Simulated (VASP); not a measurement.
# SiC (P6_3mc) in VASP: settings compared

Aim: see how the results for SiC move with the level of theory and the settings. Levels: revPBE, PBE, RPBE. Tasks: single point, relaxation of cell and atoms.

All numbers are computed with VASP 6.6.1; they aren't measurements. Logs are shortened: lines on timing, memory, paths and dates and some standing lists are left out, and cuts for length are marked.

**1. The cell of the first run**

The structure is hexagonal, space group P6_3mc (No. 186). Conventional cell: a = 3.115 Å, b = 3.115 Å, c = 15.270 Å, α = 90.00°, β = 90.00°, γ = 120.00°. Within 2.5 Å of Si (site symmetry 3m) lie 4 C at 1.91 Å. Si (site symmetry 3m) has 4 C at 1.91 Å within 2.5 Å. Within 2.5 Å of Si (site symmetry 3m) lie 4 C at 1.91 Å. Within 2.5 Å of C (site symmetry 3m) lie 4 Si at 1.91 Å. Within 2.5 Å of C (site symmetry 3m) lie 4 Si at 1.91 Å. C (site symmetry 3m) has 4 Si at 1.91 Å within 2.5 Å.

**2. Single point, revPBE**

INCAR reads:

```
  ALGO = Normal
  EDIFF = 1E-7
  ENCUT = 520
  GGA = RE
  ISIF = 2
  ISMEAR = -1
  LASPH = T
  LCHARG = T
  LELF = T
  LREAL = F
  LVHAR = T
  LWAVE = F
  NBANDS = 36
  NELM = 60
  PREC = Accurate
  SIGMA = 0.05
```

KPOINTS reads:

```
k-points
0
Gamma
  10 10 2
```

POSCAR reads:

```
SiC
1.0
    3.1154972861      0.0000000000      0.0000000000
   -1.5577486430      2.6980997952      0.0000000000
    0.0000000000      0.0000000000     15.2704665040
Si C
6 6
Direct
    0.6666666667      0.3333333333      0.4583000000
    0.3333333333      0.6666666667      0.9583000000
    0.6666666667      0.3333333333      0.7917000000
    0.3333333333      0.6666666667      0.2917000000
    0.0000000000      0.0000000000      0.6250000000
    0.0000000000      0.0000000000      0.1250000000
    0.6666666667      0.3333333333      0.3333000000
    0.3333333333      0.6666666667      0.8333000000
    0.6666666667      0.3333333333      0.6667000000
    0.3333333333      0.6666666667      0.1667000000
    0.0000000000      0.0000000000      0.5000000000
    0.0000000000      0.0000000000      0.0000000000
```

Potentials or basis: VASP PAW PBE potentials, release 64 (Si, C).

Command:

```bash
> cat potpaw_PBE.64/Si/POTCAR potpaw_PBE.64/C/POTCAR > POTCAR
> mpirun -np 1 vasp_std > vasp.out
```

OUTCAR:

```text
EDIFF = 1E-7
   ENCUT = 520
   GGA = RE
   ISIF = 2
   ISMEAR = -1
   LASPH = T
   LREAL = F
   NELM = 60
   PREC = Accurate

 ion  position               nearest neighbor table
   1  0.667  0.333  0.458-  11 1.91  11 1.91  11 1.91   7 1.91   4 3.12   4 3.12   4 3.12   5 3.12
                             5 3.12   5 3.12
   2  0.333  0.667  0.958-  12 1.91  12 1.91  12 1.91   8 1.91   3 3.12   3 3.12   3 3.12   6 3.12
                             6 3.12   6 3.12
   3  0.667  0.333  0.792-   8 1.91   8 1.91   8 1.91   9 1.91   2 3.12   2 3.12   2 3.12   5 3.12
                             5 3.12   5 3.12
   4  0.333  0.667  0.292-   7 1.91   7 1.91   7 1.91  10 1.91   1 3.12   1 3.12   1 3.12   6 3.12
                             6 3.12   6 3.12
   5  0.000  0.000  0.625-   9 1.91   9 1.91   9 1.91  11 1.91   3 3.12   1 3.12   3 3.12   1 3.12
                             1 3.12   3 3.12
   6  0.000  0.000  0.125-  10 1.91  10 1.91  10 1.91  12 1.91   4 3.12   2 3.12   2 3.12   4 3.12
                             4 3.12   2 3.12
   7  0.667  0.333  0.333-   4 1.91   4 1.91   4 1.91   1 1.91
   8  0.333  0.667  0.833-   3 1.91   3 1.91   3 1.91   2 1.91
   9  0.667  0.333  0.667-   5 1.91   5 1.91   5 1.91   3 1.91
  10  0.333  0.667  0.167-   6 1.91   6 1.91   6 1.91   4 1.91
  11  0.000  0.000  0.500-   1 1.91   1 1.91   1 1.91   5 1.91
  12  0.000  0.000  0.000-   2 1.91   2 1.91   2 1.91   6 1.91

  LATTYP: Found a hexagonal cell.
 ALAT       =     3.1154972861
 C/A-ratio  =     4.9014539580

  Lattice vectors:

 A1 = (   3.1154972861,   0.0000000000,   0.0000000000)
 A2 = (  -1.5577486430,   2.6980997952,   0.0000000000)
 A3 = (   0.0000000000,   0.0000000000,  15.2704665040)

Analysis of symmetry for initial positions (statically):
=====================================================================
 Subroutine PRICEL returns:
 Original cell was already a primitive cell.

 Routine SETGRP: Setting up the symmetry group for a
 hexagonal supercell.

 Subroutine GETGRP returns: Found 12 space group operations
 (whereof  6 operations were pure point group operations)
 out of a pool of 24 trial point group operations.

The static configuration has the point symmetry C_3v.
 The point group associated with its full space group is C_6v.

Analysis of symmetry for dynamics (positions and initial velocities):
=====================================================================
 Subroutine PRICEL returns:
 Original cell was already a primitive cell.

 Routine SETGRP: Setting up the symmetry group for a
 hexagonal supercell.

 Subroutine GETGRP returns: Found 12 space group operations
 (whereof  6 operations were pure point group operations)
 out of a pool of 24 trial point group operations.

The dynamic configuration has the point symmetry C_3v.
 The point group associated with its full space group is C_6v.

 Subroutine INISYM returns: Found 12 space group operations
 (whereof  6 operations are pure point group operations),
 and found     1 'primitive' translations

----------------------------------------------------------------------------------------

                                     Primitive cell

  volume of cell :     128.3624

  direct lattice vectors                    reciprocal lattice vectors
     3.115497286  0.000000000  0.000000000     0.320976046  0.185315607  0.000000000
    -1.557748643  2.698099795  0.000000000     0.000000000  0.370631213  0.000000000
     0.000000000  0.000000000 15.270466504     0.000000000  0.000000000  0.065485884

  length of vectors
     3.115497286  3.115497286 15.270466504     0.370631213  0.370631213  0.065485884

  position of ions in fractional coordinates (direct lattice)
     0.666666667  0.333333333  0.458300000
     0.333333333  0.666666667  0.958300000
     0.666666667  0.333333333  0.791700000
     0.333333333  0.666666667  0.291700000
     0.000000000  0.000000000  0.625000000
     0.000000000  0.000000000  0.125000000
     0.666666667  0.333333333  0.333300000
     0.333333333  0.666666667  0.833300000
     0.666666667  0.333333333  0.666700000
     0.333333333  0.666666667  0.166700000
     0.000000000  0.000000000  0.500000000
     0.000000000  0.000000000  0.000000000

  ion indices of the primitive-cell ions
   primitive index   ion index
                 1           1
                 2           2
                 3           3
                 4           4
                 5           5
                 6           6
                 7           7
                 8           8
                 9           9
                10          10
                11          11
                12          12

----------------------------------------------------------------------------------------

 KPOINTS: k-points

Automatic generation of k-mesh.
 Grid dimensions read from file:
 generate k-points for:   10   10    2

 Generating k-lattice:

  Cartesian coordinates                     Fractional coordinates (reciprocal lattice)
     0.032097605  0.018531561  0.000000000     0.100000000  0.000000000  0.000000000
     0.000000000  0.037063121  0.000000000     0.000000000  0.100000000  0.000000000
     0.000000000  0.000000000  0.032742942     0.000000000  0.000000000  0.500000000

  Length of vectors
     0.037063121  0.037063121  0.032742942

  Shift w.r.t. Gamma in fractional coordinates (k-lattice)
     0.000000000  0.000000000  0.000000000

 Subroutine IBZKPT returns following result:
 ===========================================

 Found     28 irreducible k-points:

 Following reciprocal coordinates:
            Coordinates               Weight
  0.000000  0.000000  0.000000      1.000000
  0.100000  0.000000  0.000000      6.000000
  0.200000  0.000000  0.000000      6.000000
  0.300000  0.000000  0.000000      6.000000
  0.400000  0.000000  0.000000      6.000000
  0.500000  0.000000  0.000000      3.000000
[... 16 lines left out ...]
  0.300000  0.100000  0.500000     12.000000
  0.400000  0.100000  0.500000     12.000000
 [... further k-points ...]
   k-points           NKPTS =     28   k-points in BZ     NKDIM =     28   number of bands    NBANDS=     36
   number of dos      NEDOS =    301   number of ions     NIONS =     12
   total plane-waves  NPLWV =  69120
   dimension x,y,z NGX =    24 NGY =   24 NGZ =  120
   dimension x,y,z NGXF=    48 NGYF=   48 NGZF=  240
   ions per type =               6   6
   NGX,Y,Z   is equivalent  to a cutoff of  12.81, 12.81, 13.06 a.u.
   NGXF,Y,Z  is equivalent  to a cutoff of  25.61, 25.61, 26.13 a.u.
 SYSTEM =  unknown system
   PREC   = accura    normal or accurate (medium, high low for compatibility)
   ISTART =      0    job   : 0-new  1-cont  2-samecut
   ICHARG =      2    charge: 1-file 2-atom 10-const
   ISPIN  =      1    spin polarized calculation?
   LNONCOLLINEAR =      F non collinear calculations
   LSORBIT =      F    spin-orbit coupling
   LASPH  =      T    aspherical Exc in radial PAW
   ENCUT  =  520.0 eV  38.22 Ry    6.18 a.u.   5.79  5.79 28.39*2*pi/ulx,y,z
   NELM   =     60;   NELMIN=  2; NELMDL= -5     # of ELM steps
   EDIFF  = 0.1E-06   stopping-criterion for ELM
   LREAL  =      F    real-space projection
   EDIFFG = 0.1E-05   stopping-criterion for IOM
   NSW    =      0    number of steps for IOM
   IBRION =     -1    ionic relax: 0-MD 1-quasi-New 2-CG
   NFREE  =      0    steps in history (QN), initial steepest desc. (CG)
   ISIF   =      2    stress and relaxation
   ISYM   =      2    0-nonsym 1-usesym 2-fastsym
   POTIM  = 0.5000    time-step for ionic-motion
   TEBEG  =    0.0;   TEEND  =   0.0 temperature during run
   PSTRESS=    0.0 pullay stress
   NELECT =      48.0000    total number of electrons
   NUPDOWN=      -1.0000    fix difference up-down
   EMIN   =  10.00;   EMAX   =-10.00  energy-range for DOS
   EFERMI =   0.00;   METHOD = LEGACY
   ISMEAR =    -1;   SIGMA  =   0.05  broadening in eV -4-tet -1-fermi 0-gaus
   EFERMI_NEDOS =   21; number of points for ismear=-14 and -15
   IALGO  =     38    algorithm
   IMIX   =      4    mixing-type and parameters
     AMIX     =   0.40;   BMIX     =  1.00
     AMIX_MAG =   1.60;   BMIX_MAG =  1.00
  volume/ion in A,a.u.               =      10.70        72.19
  Fermi-wavevector in a.u.,A,eV,Ry     =   1.179440  2.228819 18.926789  1.391080
  Thomas-Fermi vector in A             =   2.315751
   LORBIT       =      0    0 simple, 1 ext, 2 COOP (PROOUT), +10 PAW based schemes
   GGA     = RE    functional components
   LHFCALC =     F    Hartree Fock is set to
   AEXX    =    0.0000 exact exchange contribution
   IVDW    =     0    specifies the selected vdW correction
   LEPSILON=     F    determine dielectric tensor
   LRPA    =     F    only Hartree local field effects (RPA)
 non-spin polarized calculation
  energy-cutoff  :      520.00
  volume of cell :      128.36
 maximum number of plane-waves:      3478
 NGX is ok and might be reduce to    24
   NGX = 11   NGY = 11   NGZ = 57

 number of electron      48.0000002 magnetization

 Free energy of the ion-electron system (eV)
  ---------------------------------------------------
  ext. energy  EPLUGINS =         0.00000000
  ---------------------------------------------------
  free energy    TOTEN  =       -86.70747108 eV

  energy without entropy =      -86.70747108  energy(sigma->0) =      -86.70747108

 E-fermi :   8.8460     XC(G=0): -11.1606

 val. band max:        7.8528729729   @ k =   0.0000   0.0000   0.0000
 cond. band min:       9.8870494210   @ k =   0.5000   0.0000   0.0000
 fundamental gap:      2.0341764481
 Fermi energy:         8.8460023877

 k-point     1 :       0.0000    0.0000    0.0000
  band No.  band energies     occupation
      1      -7.3615      2.00000
      2      -6.8581      2.00000
      3      -6.8141      2.00000
      4      -5.3704      2.00000
      5      -5.3381      2.00000
      6      -3.9214      2.00000
[... 28 lines left out ...]
     35      15.0336      0.00000
     36      15.1273      0.00000

 k-point     2 :       0.1000    0.0000    0.0000
  band No.  band energies     occupation
      1      -7.1929      2.00000
      2      -6.6921      2.00000
      3      -6.6475      2.00000
      4      -5.2132      2.00000
      5      -5.1803      2.00000
      6      -3.7803      2.00000
[... 28 lines left out ...]
     35      15.0549      0.00000
     36      15.1910      0.00000

 k-point     3 :       0.2000    0.0000    0.0000
  band No.  band energies     occupation
      1      -6.6936      2.00000
      2      -6.2018      2.00000
      3      -6.1551      2.00000
      4      -4.7536      2.00000
      5      -4.7191      2.00000
      6      -3.3780      2.00000
[... 28 lines left out ...]
     35      15.4983      0.00000
     36      15.8761      0.00000

 k-point     4 :       0.3000    0.0000    0.0000
  band No.  band energies     occupation
      1      -5.8887      2.00000
      2      -5.4182      2.00000
      3      -5.3664      2.00000
      4      -4.0453      2.00000
      5      -4.0073      2.00000
      6      -2.8149      2.00000
[... 28 lines left out ...]
     35      15.4435      0.00000
     36      15.6521      0.00000

 k-point     5 :       0.4000    0.0000    0.0000
  band No.  band energies     occupation
      1      -4.8551      2.00000
      2      -4.4463      2.00000
      3      -4.3766      2.00000
      4      -3.2991      2.00000
      5      -3.2555      2.00000
      6      -2.4612      2.00000
[... 655 lines left out ...]
 k-point    22 :       0.2000    0.1000    0.5000
  band No.  band energies     occupation
      1      -6.0780      2.00000
      2      -6.0780      2.00000
      3      -5.0908      2.00000
      4      -5.0908      2.00000
      5      -3.4588      2.00000
      6      -3.4588      2.00000
[... 28 lines left out ...]
     35      15.6463      0.00000
     36      15.6493      0.00000

 k-point    23 :       0.3000    0.1000    0.5000
  band No.  band energies     occupation
      1      -5.1560      2.00000
      2      -5.1560      2.00000
      3      -4.2401      2.00000
      4      -4.2401      2.00000
      5      -2.8379      2.00000
      6      -2.8379      2.00000
[... 28 lines left out ...]
     35      15.3635      0.00000
     36      15.3635      0.00000

 k-point    24 :       0.4000    0.1000    0.5000
  band No.  band energies     occupation
      1      -4.1337      2.00000
      2      -4.1337      2.00000
      3      -3.4658      2.00000
      4      -3.4658      2.00000
      5      -2.6480      2.00000
      6      -2.6480      2.00000
[... 28 lines left out ...]
     35      15.2260      0.00000
     36      15.2260      0.00000

 [... further k-points ...]
[... 5 lines left out ...]
  --------------------------------------------------------------------------------------
  -------------------------------------------------------------------------------------
  Total       -1.7018366     -1.7018366     -1.1162265     -0.0000000      0.0000000      0.0000000
  in kB      -21.2417720    -21.2417720    -13.9323767     -0.0000000      0.0000000      0.0000000
  external PRESSURE =     -18.8053069 kB  Pullay stress =       0.0000000 kB

 VOLUME and BASIS-vectors are now :
 -----------------------------------------------------------------------------
  energy-cutoff  :      520.00
  volume of cell :      128.36
      direct lattice vectors                 reciprocal lattice vectors
     3.115497286  0.000000000  0.000000000     0.320976046  0.185315607  0.000000000
    -1.557748643  2.698099795  0.000000000     0.000000000  0.370631213  0.000000000
     0.000000000  0.000000000 15.270466504     0.000000000  0.000000000  0.065485884

 POSITION                                       TOTAL-FORCE (eV/Angst)
 -----------------------------------------------------------------------------------
      1.55775      0.89937      6.99845        -0.000000     -0.000000      0.054248
     -0.00000      1.79873     14.63369         0.000000     -0.000000      0.054248
      1.55775      0.89937     12.08963        -0.000000      0.000000      0.024462
     -0.00000      1.79873      4.45440         0.000000     -0.000000      0.024462
      0.00000      0.00000      9.54404         0.000000     -0.000000      0.041204
      0.00000      0.00000      1.90881        -0.000000     -0.000000      0.041204
      1.55775      0.89937      5.08965         0.000000      0.000000     -0.014605
     -0.00000      1.79873     12.72488        -0.000000     -0.000000     -0.014605
      1.55775      0.89937     10.18082         0.000000     -0.000000      0.032459
     -0.00000      1.79873      2.54559        -0.000000     -0.000000      0.032459
      0.00000      0.00000      7.63523         0.000000     -0.000000     -0.137768
      0.00000      0.00000      0.00000        -0.000000     -0.000000     -0.137768
 -----------------------------------------------------------------------------------
    total drift:                               -0.000000     -0.000000     -0.000396

  FREE ENERGIE OF THE ION-ELECTRON SYSTEM (eV)
  ---------------------------------------------------
  free  energy   TOTEN  =       -86.7074710756 eV

  energy  without entropy=      -86.7074710755  energy(sigma->0) =      -86.70747108
```

It took 56 s on 1 thread of Intel Xeon 6975P-C (Granite Rapids), shared host; peak memory 0.28 GiB.

Results:

```yaml
Free_energy: -86.7075 eV
Pressure: -1.9 GPa
Largest_force: 0.138 eV/Å
Band_gap_on_the_k_mesh: 2.03 eV (least direct gap 3.12 eV)
```

Forces in eV/Å, atoms in the order of the input:
```
Si   0.000  0.000  0.054
Si   0.000  0.000  0.054
Si   0.000  0.000  0.024
Si   0.000  0.000  0.024
Si   0.000  0.000  0.041
Si   0.000  0.000  0.041
C    0.000  0.000 -0.015
C    0.000  0.000 -0.015
C    0.000  0.000  0.032
C    0.000  0.000  0.032
C    0.000  0.000 -0.138
C    0.000  0.000 -0.138
```

Caveat: the PAW data sets were made with another functional, which shifts forces and pressure a little.

(Part 1 of 2 ends here.)
